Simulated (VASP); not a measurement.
# C (P6_3/mmc) in VASP: a series of runs, part 2 of 2

VASP 6.6.1. The steps go on from the part before.

### Step 3. Single point, r2SCAN (5.99 Å³/atom)

This run uses another cell than the first one, of 5.99 Å³/atom.

Contents of POSCAR:

```
C
1.0
    2.5591649258      0.0000000000      0.0000000000
   -1.2795824629      2.2163018382      0.0000000000
    0.0000000000      0.0000000000      8.4420640277
C
8
Direct
    0.0000000000      0.0000000000      0.0929462131
    0.0000000000      0.0000000000      0.5929462131
    0.0000000000      0.0000000000      0.4070537869
    0.0000000000      0.0000000000      0.9070537869
    0.3333333333      0.6666666667      0.1553896708
    0.6666666667      0.3333333333      0.6553896708
    0.3333333333      0.6666666667      0.3446103292
    0.6666666667      0.3333333333      0.8446103292
```

Contents of INCAR.step1:

```
SYSTEM = C
  PREC = Accurate
  ENCUT = 520
  ISMEAR = 0
  SIGMA = 0.02
  LREAL = .FALSE.
  LASPH = .TRUE.
  NELM = 100
  NBANDS = 26
  GGA = PE
  ALGO = Normal
  EDIFF = 1E-4
  LWAVE = .TRUE.
  LCHARG = .FALSE.
```

Contents of INCAR.step2:

```
SYSTEM = C
  PREC = Accurate
  ENCUT = 520
  EDIFF = 1E-6
  ISMEAR = 0
  SIGMA = 0.02
  LREAL = .FALSE.
  LASPH = .TRUE.
  NELM = 100
  ALGO = Normal
  ISIF = 2
  LWAVE = .FALSE.
  LCHARG = .FALSE.
  METAGGA = R2SCAN
  LMIXTAU = .TRUE.
  NBANDS = 26
  ISTART = 1
```

Contents of KPOINTS:

```
regular mesh
0
G
  12 12 4
  0 0 0
```

Potentials or basis: VASP PAW PBE potentials, release 64 (C).

Command:

```bash
cat potpaw_PBE.64/C/POTCAR > POTCAR
cp INCAR.step1 INCAR
mpirun -np 1 vasp_std > vasp.out
cp INCAR.step2 INCAR
mpirun -np 1 vasp_std > vasp.out
```

OUTCAR:

```text
SYSTEM = C
   PREC = Accurate
   ENCUT = 520
   EDIFF = 1E-6
   ISMEAR = 0
   LREAL = .FALSE.
   LASPH = .TRUE.
   NELM = 100
   ISIF = 2
   METAGGA = R2SCAN
   ISTART = 1

 ion  position               nearest neighbor table
   1  0.000  0.000  0.093-   5 1.57   5 1.57   5 1.57   4 1.57
   2  0.000  0.000  0.593-   6 1.57   6 1.57   6 1.57   3 1.57
   3  0.000  0.000  0.407-   7 1.57   7 1.57   7 1.57   2 1.57
   4  0.000  0.000  0.907-   8 1.57   8 1.57   8 1.57   1 1.57
   5  0.333  0.667  0.155-   1 1.57   1 1.57   1 1.57   7 1.60
   6  0.667  0.333  0.655-   2 1.57   2 1.57   2 1.57   8 1.60
   7  0.333  0.667  0.345-   3 1.57   3 1.57   3 1.57   5 1.60
   8  0.667  0.333  0.845-   4 1.57   4 1.57   4 1.57   6 1.60

  LATTYP: Found a hexagonal cell.
 ALAT       =     2.5591649258
 C/A-ratio  =     3.2987573183

  Lattice vectors:

 A1 = (   2.5591649258,   0.0000000000,   0.0000000000)
 A2 = (  -1.2795824629,   2.2163018382,   0.0000000000)
 A3 = (   0.0000000000,   0.0000000000,   8.4420640277)

Analysis of symmetry for initial positions (statically):
[... 196 lines left out ...]
  band No.  band energies     occupation
      1     -13.0318      2.00000
      2     -11.3904      2.00000
      3     -11.2684      2.00000
      4      -7.5015      2.00000
      5      -4.4971      2.00000
      6       2.0653      2.00000
[... 685 lines left out ...]
     25      19.7498      0.00000
     26      21.3127      0.00000

 [... further k-points ...]

------------------------ aborting loop because EDIFF is reached ----------------------------------------

  FORCE on cell =-STRESS in cart. coord.  units (eV):
  Direction    XX          YY          ZZ          XY          YZ          ZX
  --------------------------------------------------------------------------------------
  -------------------------------------------------------------------------------------
  Total       -6.7901621     -6.7901621     -6.7894947      0.0000000      0.0000000      0.0000000
  in kB     -227.2034388   -227.2034388   -227.1811078      0.0000000      0.0000000      0.0000000
  external PRESSURE =    -227.1959951 kB  Pullay stress =       0.0000000 kB

 VOLUME and BASIS-vectors are now :
 -----------------------------------------------------------------------------
  energy-cutoff  :      520.00
  volume of cell :       47.88
      direct lattice vectors                 reciprocal lattice vectors
     2.559164926  0.000000000  0.000000000     0.390752464  0.225601040  0.000000000
    -1.279582463  2.216301838  0.000000000     0.000000000  0.451202080  0.000000000
     0.000000000  0.000000000  8.442064028     0.000000000  0.000000000  0.118454444

 POSITION                                       TOTAL-FORCE (eV/Angst)
 -----------------------------------------------------------------------------------
      0.00000      0.00000      0.78466         0.000000     -0.000000      0.001179
      0.00000      0.00000      5.00569        -0.000000      0.000000      0.001179
      0.00000      0.00000      3.43637         0.000000     -0.000000     -0.001179
      0.00000      0.00000      7.65741        -0.000000      0.000000     -0.001179
     -0.00000      1.47753      1.31181        -0.000000     -0.000000      0.006203
      1.27958      0.73877      5.53284        -0.000000      0.000000      0.006203
     -0.00000      1.47753      2.90922        -0.000000     -0.000000     -0.006203
      1.27958      0.73877      7.13025         0.000000      0.000000     -0.006203
 -----------------------------------------------------------------------------------
    total drift:                                0.000000      0.000000     -0.000000

  FREE ENERGIE OF THE ION-ELECTRON SYSTEM (eV)
  ---------------------------------------------------
  free  energy   TOTEN  =       -78.3584479066 eV

  energy  without entropy=      -78.3584479066  energy(sigma->0) =      -78.35844791
```

OUTCAR.step1:

```text
SYSTEM = C
   PREC = Accurate
   ENCUT = 520
   ISMEAR = 0
   LREAL = .FALSE.
   LASPH = .TRUE.
[... 944 lines left out ...]
      1.27958      0.73877      5.53284         0.000000     -0.000000      0.023483
     -0.00000      1.47753      2.90922        -0.000000      0.000000     -0.023483
      1.27958      0.73877      7.13025         0.000000     -0.000000     -0.023483
 -----------------------------------------------------------------------------------
    total drift:                                0.000000      0.000000     -0.000000

  FREE ENERGIE OF THE ION-ELECTRON SYSTEM (eV)
  ---------------------------------------------------
  free  energy   TOTEN  =       -72.5380179572 eV

  energy  without entropy=      -72.5380179572  energy(sigma->0) =      -72.53801796
```

OSZICAR.step1:

```text
N       E                     dE             d eps       ncg     rms          rms(c)
DAV:   1     0.638782260785E+02    0.63878E+02   -0.16467E+04  2964   0.119E+03
DAV:   2    -0.695084721312E+02   -0.13339E+03   -0.12533E+03  3976   0.226E+02
DAV:   3    -0.746494226093E+02   -0.51410E+01   -0.50953E+01  4062   0.389E+01
DAV:   4    -0.746995638263E+02   -0.50141E-01   -0.50041E-01  3804   0.422E+00
DAV:   5    -0.747005377232E+02   -0.97390E-03   -0.97288E-03  3940   0.535E-01    0.103E+01
DAV:   6    -0.730789316720E+02    0.16216E+01   -0.10669E+00  3474   0.544E+00    0.617E+00
DAV:   7    -0.725345813773E+02    0.54435E+00   -0.13149E+00  3514   0.623E+00    0.126E+00
DAV:   8    -0.725377603168E+02   -0.31789E-02   -0.30681E-02  3858   0.935E-01    0.108E-01
DAV:   9    -0.725379581671E+02   -0.19785E-03   -0.68551E-04  3806   0.169E-01    0.330E-02
DAV:  10    -0.725380179572E+02   -0.59790E-04   -0.56952E-05  2662   0.512E-02
   1 F= -.72538018E+02 E0= -.72538018E+02  d E =-.239311E-30
```

Wall time 96 s (1 thread of Intel Xeon 6975P-C (Granite Rapids), shared host); peak memory 0.19 GiB.

Results:

```yaml
Free_energy: -78.3584 eV
Pressure: -22.7 GPa
Largest_force: 0.006 eV/Å
Band_gap_on_the_k_mesh: 4.63 eV (least direct gap 5.43 eV)
```

Forces on the atoms (eV/Å):
```
C    0.000  0.000  0.001
C    0.000  0.000  0.001
C    0.000  0.000 -0.001
C    0.000  0.000 -0.001
C    0.000  0.000  0.006
C    0.000  0.000  0.006
C    0.000  0.000 -0.006
C    0.000  0.000 -0.006
```

Caveat: the cell stands under tension; the PAW data sets were made with another functional, which shifts forces and pressure a little.

### Step 4. Single point, r2SCAN (6.21 Å³/atom)

This run uses another cell than the first one, of 6.21 Å³/atom.

Contents of POSCAR:

```
C
1.0
    2.5909913508      0.0000000000      0.0000000000
   -1.2954956754      2.2438643307      0.0000000000
    0.0000000000      0.0000000000      8.5467319818
C
8
Direct
    0.0000000000      0.0000000000      0.0929510801
    0.0000000000      0.0000000000      0.5929510801
    0.0000000000      0.0000000000      0.4070489199
    0.0000000000      0.0000000000      0.9070489199
    0.3333333333      0.6666666667      0.1553183338
    0.6666666667      0.3333333333      0.6553183338
    0.3333333333      0.6666666667      0.3446816662
    0.6666666667      0.3333333333      0.8446816662
```

Contents of INCAR.step1:

```
SYSTEM = C
PREC = Accurate ; ENCUT = 520
ISMEAR = 0 ; SIGMA = 0.02
LREAL = .FALSE. ; LASPH = .TRUE.
NELM = 80 ; NBANDS = 26
GGA = PE ; ALGO = Normal
EDIFF = 1E-4 ; LWAVE = .TRUE.
LCHARG = .FALSE.
```

Contents of INCAR.step2:

```
SYSTEM = C
PREC = Accurate ; ENCUT = 520
EDIFF = 1E-6 ; ISMEAR = 0
SIGMA = 0.02 ; LREAL = .FALSE.
LASPH = .TRUE. ; NELM = 80
ALGO = Normal ; ISIF = 2
LWAVE = .FALSE. ; LCHARG = .FALSE.
METAGGA = R2SCAN ; LMIXTAU = .TRUE.
NBANDS = 26 ; ISTART = 1
```

KPOINTS is that of step 3.

Command:

```bash
cat potpaw_PBE.64/C/POTCAR > POTCAR
cp INCAR.step1 INCAR
mpirun -np 1 vasp_std > vasp.out
cp INCAR.step2 INCAR
mpirun -np 1 vasp_std > vasp.out
```

Wall time 99 s (1 thread of Intel Xeon 6975P-C (Granite Rapids), shared host); peak memory 0.19 GiB.

Results (log left out):

```
Free energy            : -78.0325 eV
Pressure               : -35.3 GPa
Largest force          : 0.003 eV/Å
Band gap on the k mesh : 4.54 eV (least direct gap 5.36 eV)
```

Forces in eV/Å, atoms in the order of the input:
```
C    0.000  0.000  0.002
C    0.000  0.000  0.002
C    0.000  0.000 -0.002
C    0.000  0.000 -0.002
C    0.000  0.000  0.003
C    0.000  0.000  0.003
C    0.000  0.000 -0.003
C    0.000  0.000 -0.003
```

Levels at points of the mesh, in eV from the valence-band top:
| k point | band 14 | band 15 | band 16 | band 17 | band 18 | band 19 |
| --- | --- | --- | --- | --- | --- | --- |
| (0.00, 0.00, 0.00) | -0.16 | 0.00 | 0.00 | 5.36 | 5.36 | 5.46 |
| (0.50, 0.00, 0.00) | -4.58 | -3.51 | -2.89 | 4.62 | 5.48 | 6.05 |
| (0.00, 0.00, 0.50) | -0.62 | -0.62 | -0.62 | 6.11 | 6.11 | 6.11 |
| (0.50, 0.00, 0.50) | -4.58 | -3.55 | -3.55 | 4.95 | 4.95 | 7.05 |

Caveat: the cell stands under tension; the PAW data sets were made with another functional, which shifts forces and pressure a little.

### Step 5. Relaxation of cell and atoms, r2SCAN

This run uses another cell than the first one, of 5.67 Å³/atom.

Contents of POSCAR:

```
C
1.0
    2.5220988435      0.0000000000      0.0000000000
   -1.2610494217      2.1842016693      0.0000000000
    0.0000000000      0.0000000000      8.2371000000
C
8
Direct
    0.0000000000      0.0000000000      0.0937500000
    0.0000000000      0.0000000000      0.5937500000
    0.0000000000      0.0000000000      0.4062500000
    0.0000000000      0.0000000000      0.9062500000
    0.3333333333      0.6666666667      0.1562500000
    0.6666666667      0.3333333333      0.6562500000
    0.3333333333      0.6666666667      0.3437500000
    0.6666666667      0.3333333333      0.8437500000
```

Contents of INCAR.step1:

```
ALGO     = Normal         # electronic algorithm
EDIFF    = 1E-4           # SCF threshold, eV
ENCUT    = 600            # plane-wave cutoff, eV
GGA      = PE             # functional
ISMEAR   = 0              # smearing method
LASPH    = True           # aspherical terms in the spheres
LCHARG   = False          # write CHGCAR
LREAL    = False          # projectors in reciprocal space
LWAVE    = True           # write WAVECAR
NELM     = 100            # most SCF steps
PREC     = Accurate       # precision mode
SIGMA    = 0.02           # smearing width, eV
```

Contents of INCAR.step2:

```
ALGO     = Normal         # electronic algorithm
EDIFF    = 1E-6           # SCF threshold, eV
EDIFFG   = -0.005         # ionic threshold
ENCUT    = 600            # plane-wave cutoff, eV
IBRION   = 2              # ionic algorithm
ISIF     = 3              # what is computed and relaxed
ISMEAR   = 0              # smearing method
ISTART   = 1            
LASPH    = True           # aspherical terms in the spheres
LCHARG   = False          # write CHGCAR
LMIXTAU  = True         
LREAL    = False          # projectors in reciprocal space
LWAVE    = False          # write WAVECAR
METAGGA  = R2SCAN         # meta-GGA
NELM     = 100            # most SCF steps
NSW      = 100            # ionic steps
PREC     = Accurate       # precision mode
SIGMA    = 0.02           # smearing width, eV
```

Contents of KPOINTS:

```
k-points
0
Gamma
  12 12 4
```

Command:

```bash
cat potpaw_PBE.64/C/POTCAR > POTCAR
cp INCAR.step1 INCAR
mpirun -np 1 vasp_std > vasp.out
cp INCAR.step2 INCAR
mpirun -np 1 vasp_std > vasp.out
```

It took 8.4 min on 1 thread of Intel Xeon 6975P-C (Granite Rapids), shared host; peak memory 0.19 GiB.

Results (log left out):

```yaml
Free_energy: -78.5736 eV
Relaxed_volume: 5.65 Å³/atom
Relaxed_cell: a = 2.510 Å, b = 2.510 Å, c = 8.282 Å, α = 90.00°, β = 90.00°, γ = 120.00°
Space_group_after_relaxing_to_0.1_Å: P6_3/mmc (No. 194)
Energy_gained_by_relaxing: 2.8 meV/atom
Ionic_steps: 8
Pressure_after_relaxing: 0.0 GPa
Band_gap_on_the_k_mesh: 4.77 eV (least direct gap 5.54 eV)
```

Forces on the atoms (eV/Å):
```
C    0.000  0.000  0.001
C    0.000  0.000  0.001
C    0.000  0.000 -0.001
C    0.000  0.000 -0.001
C    0.000  0.000 -0.003
C    0.000  0.000 -0.003
C    0.000  0.000  0.003
C    0.000  0.000  0.003
```

Step by step:
```csv
step,energy change (eV),largest force (eV/Å),pressure (GPa),volume (Å³)
1,0.0000,0.3604,-1.60,45.38
2,0.0189,0.5774,2.38,45.00
3,-0.0219,0.0390,-0.15,45.22
4,-0.0219,0.0304,-0.18,45.22
5,-0.0219,0.0496,0.15,45.19
6,-0.0221,0.0104,-0.01,45.21
7,-0.0221,0.0156,0.01,45.20
8,-0.0221,0.0028,0.00,45.20
```

Final structure:
```
C
1.0
     2.51047    0.00000    0.00000
    -1.25524    2.17414    0.00000
     0.00000    0.00000    8.28213
C
8
Cartesian
  0.0000 0.0000 0.7697
  0.0000 0.0000 4.9108
  2.5105 0.0000 3.3713
  2.5105 0.0000 7.5124
  0.0000 1.4494 1.2880
  1.2552 0.7247 5.4291
  0.0000 1.4494 2.8531
  1.2552 0.7247 6.9941
```

Levels at points of the mesh, in eV from the valence-band top:
```
           k point  band 12  band 13  band 14  band 15  band 16  band 17  band 18  band 19  band 20  band 21
(0.00, 0.00, 0.00)    -1.85    -1.85    -0.24     0.00     0.00     5.54     5.54     5.72     7.48     7.48
(0.50, 0.00, 0.00)    -5.34    -5.24    -4.99    -3.90    -3.16     4.85     5.84     6.31     6.35     6.96
(0.00, 0.00, 0.50)    -2.81    -0.70    -0.70    -0.70    -0.70     6.37     6.37     6.37     6.37     7.06
(0.50, 0.00, 0.50)    -6.37    -5.02    -5.02    -3.90    -3.90     5.21     5.21     7.37     7.37     7.96
```

Caveat: the PAW data sets were made with another functional, which shifts forces and pressure a little.

### Step 6. Overview

```tsv
task	cell	cutoff (eV)	gap on the mesh (eV)	pressure (GPa)
single point	a = 2.535, b = 2.535, c = 8.362 Å, angles 90.0, 90.0, 120.0°, 8 atoms, atomic positions A	520	4.70	-11.6
single point	a = 2.559, b = 2.559, c = 8.442 Å, angles 90.0, 90.0, 120.0°, 8 atoms, atomic positions A	520	4.63	-22.7
single point	a = 2.591, b = 2.591, c = 8.547 Å, angles 90.0, 90.0, 120.0°, 8 atoms, atomic positions A	520	4.54	-35.3
relaxation of cell and atoms	relaxed from a = 2.522, b = 2.522, c = 8.237 Å, angles 90.0, 90.0, 120.0°, 8 atoms, atomic positions B	600	4.77	0.0
```

Alike in all rows: level r2SCAN; potentials or basis VASP PAW PBE potentials, release 64 (C); no spin polarisation; k mesh 12 × 12 × 4; smearing gaussian 0.02 eV.

Caveats: the PAW data sets were made with another functional, which shifts forces and pressure a little; the cell stands under tension (at least some runs).

Absolute energies hang on the potentials; compare differences alone.
